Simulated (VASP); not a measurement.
# GaAs (F-43m) in VASP: single point with LDA

Aim: the single point of GaAs with LDA.

Everything below comes from runs of VASP 6.6.1. Logs are shortened: lines on timing, memory, paths and dates and some standing lists are left out, and cuts for length are marked.

**1. The cell of the first run**

The structure is cubic, space group F-43m (No. 216). Conventional cell: a = 5.653 Å, b = 5.653 Å, c = 5.653 Å, α = 90.00°, β = 90.00°, γ = 90.00°. Within 3.2 Å of Ga (site symmetry -43m) lie 4 As at 2.45 Å. As (site symmetry -43m) has 4 Ga at 2.45 Å within 3.2 Å.

**2. Single point, LDA, non-collinear spin, zero start, spin-orbit coupling**

Contents of INCAR:

```
SYSTEM = GaAs
PREC = Accurate ; ENCUT = 520
EDIFF = 1E-6 ; ISMEAR = 0
SIGMA = 0.01 ; LREAL = .FALSE.
LASPH = .TRUE. ; NELM = 150
ALGO = Normal ; ISIF = 2
LWAVE = .FALSE. ; LCHARG = .TRUE.
MAGMOM = 0 0 0 0 0 0 ; LORBIT = 11
LSORBIT = .TRUE. ; GGA_COMPAT = .FALSE.
LORBMOM = .TRUE. ; LVHAR = .TRUE.
NBANDS = 30
```

Contents of KPOINTS:

```
regular mesh
0
G
  8 8 8
  0 0 0
```

Contents of POSCAR:

```
GaAs
1.0
    0.0000000000      2.8265000000      2.8265000000
    2.8265000000      0.0000000000      2.8265000000
    2.8265000000      2.8265000000      0.0000000000
Ga As
1 1
Direct
    0.0000000000      0.0000000000      0.0000000000
    0.2500000000      0.2500000000      0.2500000000
```

Potentials or basis: VASP PAW LDA potentials, release 64 (Ga_d, As).

Command:

```bash
$ cat potpaw_LDA.64/Ga_d/POTCAR potpaw_LDA.64/As/POTCAR > POTCAR
$ mpirun -np 1 vasp_ncl > vasp.out
```

OUTCAR:

```text
SYSTEM = GaAs
   PREC = Accurate
   ENCUT = 520
   EDIFF = 1E-6
   ISMEAR = 0
   LREAL = .FALSE.
   LASPH = .TRUE.
   NELM = 150
   ISIF = 2
   LORBIT = 11
   LSORBIT = .TRUE.

 ion  position               nearest neighbor table
   1  0.000  0.000  0.000-   2 2.45   2 2.45   2 2.45   2 2.45
   2  0.250  0.250  0.250-   1 2.45   1 2.45   1 2.45   1 2.45

  LATTYP: Found a face centered cubic cell.
 ALAT       =     5.6530000000

  Lattice vectors:

 A1 = (   0.0000000000,   2.8265000000,   2.8265000000)
 A2 = (   2.8265000000,   0.0000000000,   2.8265000000)
 A3 = (   2.8265000000,   2.8265000000,   0.0000000000)

Analysis of symmetry for initial positions (statically):
=====================================================================
 Subroutine PRICEL returns:
 Original cell was already a primitive cell.

 Routine SETGRP: Setting up the symmetry group for a
 face centered cubic supercell.

 Subroutine GETGRP returns: Found 24 space group operations
 (whereof 24 operations were pure point group operations)
 out of a pool of 48 trial point group operations.

The static configuration has the point symmetry T_d .

Analysis of symmetry for dynamics (positions and initial velocities):
=====================================================================
 Subroutine PRICEL returns:
 Original cell was already a primitive cell.

 Routine SETGRP: Setting up the symmetry group for a
 face centered cubic supercell.

 Subroutine GETGRP returns: Found 24 space group operations
 (whereof 24 operations were pure point group operations)
 out of a pool of 48 trial point group operations.

The dynamic configuration has the point symmetry T_d .

Analysis of structural, dynamic, and magnetic symmetry:
=====================================================================
 Subroutine PRICEL returns:
 Original cell was already a primitive cell.

 Routine SETGRP: Setting up the symmetry group for a
 face centered cubic supercell.

 Subroutine GETGRP returns: Found 24 space group operations
 (whereof 24 operations were pure point group operations)
 out of a pool of 48 trial point group operations.

The overall configuration has the point symmetry T_d .

 Subroutine INISYM returns: Found 24 space group operations
 (whereof 24 operations are pure point group operations),
 and found     1 'primitive' translations

----------------------------------------------------------------------------------------

                                     Primitive cell

  volume of cell :      45.1624

  direct lattice vectors                    reciprocal lattice vectors
     0.000000000  2.826500000  2.826500000    -0.176897223  0.176897223  0.176897223
     2.826500000  0.000000000  2.826500000     0.176897223 -0.176897223  0.176897223
     2.826500000  2.826500000  0.000000000     0.176897223  0.176897223 -0.176897223

  length of vectors
     3.997274634  3.997274634  3.997274634     0.306394977  0.306394977  0.306394977

  position of ions in fractional coordinates (direct lattice)
     0.000000000  0.000000000  0.000000000
     0.250000000  0.250000000  0.250000000

  ion indices of the primitive-cell ions
   primitive index   ion index
                 1           1
                 2           2

----------------------------------------------------------------------------------------

 KPOINTS: regular mesh

Automatic generation of k-mesh.
 Grid dimensions read from file:
 generate k-points for:    8    8    8

 Generating k-lattice:

  Cartesian coordinates                     Fractional coordinates (reciprocal lattice)
    -0.022112153  0.022112153  0.022112153     0.125000000  0.000000000  0.000000000
     0.022112153 -0.022112153  0.022112153     0.000000000  0.125000000  0.000000000
     0.022112153  0.022112153 -0.022112153     0.000000000  0.000000000  0.125000000

[... 91 lines left out ...]
 NGX is ok and might be reduce to    30
   NGX = 15   NGY = 15   NGZ = 15

 number of electron      17.9999995 magnetization       0.0000000     -0.0000000      0.0000000

 number of electron      17.9999995 magnetization      -0.0000000     -0.0000000     -0.0000000

 number of electron      17.9999995 magnetization       0.0000000      0.0000000      0.0000000

 number of electron      17.9999995 magnetization      -0.0000000     -0.0000000      0.0000000

 Free energy of the ion-electron system (eV)
  ---------------------------------------------------
  ext. energy  EPLUGINS =         0.00000000
  ---------------------------------------------------
  free energy    TOTEN  =        -9.65072835 eV

  energy without entropy =       -9.65072835  energy(sigma->0) =       -9.65072835

 E-fermi :   4.0071     XC(G=0):  -9.9134

 val. band max:        3.9185814478   @ k =   0.0000   0.0000   0.0000
 cond. band min:       4.1408160191   @ k =   0.0000   0.0000   0.0000
 fundamental gap:      0.2222345713
 Fermi energy:         4.0071171945

 k-point     1 :       0.0000    0.0000    0.0000
  band No.  band energies     occupation
      1     -11.3709      1.00000
      2     -11.3709      1.00000
      3     -11.3709      1.00000
      4     -11.3709      1.00000
      5     -10.9448      1.00000
      6     -10.9448      1.00000
[... 781 lines left out ...]
     29      15.7860      0.00000
     30      15.7872      0.00000

 [... further k-points ...]
[... 5 lines left out ...]
  --------------------------------------------------------------------------------------
  -------------------------------------------------------------------------------------
  Total       -0.4513178     -0.4513178     -0.4513178      0.0000000      0.0000000      0.0000000
  in kB      -16.0109132    -16.0109132    -16.0109132      0.0000000      0.0000000      0.0000000
  external PRESSURE =     -16.0109132 kB  Pullay stress =       0.0000000 kB

 VOLUME and BASIS-vectors are now :
 -----------------------------------------------------------------------------
  energy-cutoff  :      520.00
  volume of cell :       45.16
      direct lattice vectors                 reciprocal lattice vectors
     0.000000000  2.826500000  2.826500000    -0.176897223  0.176897223  0.176897223
     2.826500000  0.000000000  2.826500000     0.176897223 -0.176897223  0.176897223
     2.826500000  2.826500000  0.000000000     0.176897223  0.176897223 -0.176897223

 POSITION                                       TOTAL-FORCE (eV/Angst)
 -----------------------------------------------------------------------------------
      0.00000      0.00000      0.00000        -0.000000     -0.000000      0.000000
      1.41325      1.41325      1.41325         0.000000      0.000000     -0.000000
 -----------------------------------------------------------------------------------
    total drift:                               -0.000000     -0.000000     -0.000000

  FREE ENERGIE OF THE ION-ELECTRON SYSTEM (eV)
  ---------------------------------------------------
  free  energy   TOTEN  =        -9.6507283502 eV

  energy  without entropy=       -9.6507283502  energy(sigma->0) =       -9.65072835

 orbital moment (x)

 # of ion     p       d       tot
 ----------------------------------------
  1         0.000  -0.000   0.000
  2        -0.000   0.000  -0.000
 ----------------------------------------
            0.000   0.000   0.000

 orbital moment (y)

 # of ion     p       d       tot
 ----------------------------------------
  1         0.000   0.000   0.000
  2         0.000  -0.000   0.000
 ----------------------------------------
            0.000   0.000   0.000

 orbital moment (z)

 # of ion     p       d       tot
 ----------------------------------------
  1         0.000   0.000   0.000
  2         0.000   0.000   0.000
 ----------------------------------------
            0.000   0.000   0.000

 Spin-Orbit-Coupling matrix elements

 Ion:    1  E_soc:     -0.0124810
 l=   1
     0.0000000    -0.0012329    -0.0012329
    -0.0012329     0.0000000    -0.0012329
    -0.0012329    -0.0012329     0.0000000
 l=   2
     0.0000000    -0.0001685     0.0000000    -0.0001685    -0.0006788
    -0.0001685     0.0000000    -0.0005091    -0.0001685    -0.0001697
     0.0000000    -0.0005091     0.0000000    -0.0005091     0.0000000
    -0.0001685    -0.0001685    -0.0005091     0.0000000    -0.0001697
    -0.0006788    -0.0001697     0.0000000    -0.0001697     0.0000000
 l=   3
     0.0000000     0.0000000     0.0000000     0.0000000     0.0000000     0.0000000     0.0000000
     0.0000000     0.0000000     0.0000000     0.0000000     0.0000000     0.0000000     0.0000000
     0.0000000     0.0000000     0.0000000     0.0000000     0.0000000     0.0000000     0.0000000
     0.0000000     0.0000000     0.0000000     0.0000000     0.0000000     0.0000000     0.0000000
     0.0000000     0.0000000     0.0000000     0.0000000     0.0000000     0.0000000     0.0000000
     0.0000000     0.0000000     0.0000000     0.0000000     0.0000000     0.0000000     0.0000000
     0.0000000     0.0000000     0.0000000     0.0000000     0.0000000     0.0000000     0.0000000

 Ion:    2  E_soc:     -0.0254193
 l=   1
     0.0000000    -0.0042289    -0.0042289
    -0.0042289     0.0000000    -0.0042289
    -0.0042289    -0.0042289     0.0000000
 l=   2
     0.0000000    -0.0000037     0.0000000    -0.0000037    -0.0000040
    -0.0000037     0.0000000    -0.0000030    -0.0000037    -0.0000010
     0.0000000    -0.0000030     0.0000000    -0.0000030     0.0000000
    -0.0000037    -0.0000037    -0.0000030     0.0000000    -0.0000010
    -0.0000040    -0.0000010     0.0000000    -0.0000010     0.0000000
 l=   3
     0.0000000     0.0000000     0.0000000     0.0000000     0.0000000     0.0000000     0.0000000
     0.0000000     0.0000000     0.0000000     0.0000000     0.0000000     0.0000000     0.0000000
     0.0000000     0.0000000     0.0000000     0.0000000     0.0000000     0.0000000     0.0000000
     0.0000000     0.0000000     0.0000000     0.0000000     0.0000000     0.0000000     0.0000000
     0.0000000     0.0000000     0.0000000     0.0000000     0.0000000     0.0000000     0.0000000
     0.0000000     0.0000000     0.0000000     0.0000000     0.0000000     0.0000000     0.0000000
     0.0000000     0.0000000     0.0000000     0.0000000     0.0000000     0.0000000     0.0000000

 total charge

# of ion       s       p       d       tot
------------------------------------------
    1        0.894   0.807   9.993  11.694
    2        1.217   1.594   0.031   2.843
--------------------------------------------------
tot          2.111   2.401  10.024  14.536

 magnetization (x)

# of ion       s       p       d       tot
------------------------------------------
    1       -0.000  -0.000   0.000  -0.000
    2        0.000  -0.000  -0.000  -0.000
--------------------------------------------------
tot         -0.000  -0.000  -0.000  -0.000

 magnetization (y)

# of ion       s       p       d       tot
------------------------------------------
    1        0.000  -0.000   0.000  -0.000
    2        0.000   0.000   0.000   0.000
--------------------------------------------------
tot          0.000   0.000   0.000   0.000

 magnetization (z)

# of ion       s       p       d       tot
------------------------------------------
    1       -0.000   0.000   0.000   0.000
    2        0.000  -0.000  -0.000  -0.000
--------------------------------------------------
tot         -0.000  -0.000  -0.000  -0.000
```

Run time: 91 s. Hardware: 1 thread of Intel Xeon Platinum 8375C at 2.90GHz (Ice Lake), shared host; peak memory 0.28 GiB.

What came out:

| Quantity | Value |
| --- | --- |
| Free energy | -9.6507 eV |
| Pressure | -1.6 GPa |
| Net moment | 0.00 μB per cell |
| Valence electrons inside the program's atomic spheres | Ga 11.69; As 2.84 |

Moments on the atoms (μB; x, y, z):
```
Ga  0.00 0.00 0.00
As  0.00 0.00 0.00
```
